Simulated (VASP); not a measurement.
# B: single point with LDA

Crystal: B.

```
B
1.0
     1.81244    0.00000    0.00000
     0.00000    1.81244    0.00000
     0.00000    0.00000    1.81244
B
1
Direct
  0.00000 0.00000 0.00000
```

This cell differs from its parent crystal: volume scaled by 0.92.

- Program: VASP 6.6.1
- Task: single point
- Functional: LDA
- Potentials or basis: VASP PAW LDA potentials, release 64 (B)
- Cutoff: 520 eV
- k mesh: 19 × 19 × 19
- Occupations: fermi-dirac, width 0.1 eV
- Spin: no spin polarisation

The pressure is 24.9 GPa.

Levels at points of the mesh, in eV from the Fermi level:
| k point | band 1 | band 2 | band 3 | band 4 |
| --- | --- | --- | --- | --- |
| (0.00, 0.00, 0.00) | -16.78 | 14.77 | 14.77 | 14.77 |

It took 3.5 s on 1 thread of Intel(R) Xeon(R) Platinum 8259CL CPU @ 2.50GHz (Skylake/Cascade Lake), on a shared host, peak memory 0.11 GiB.
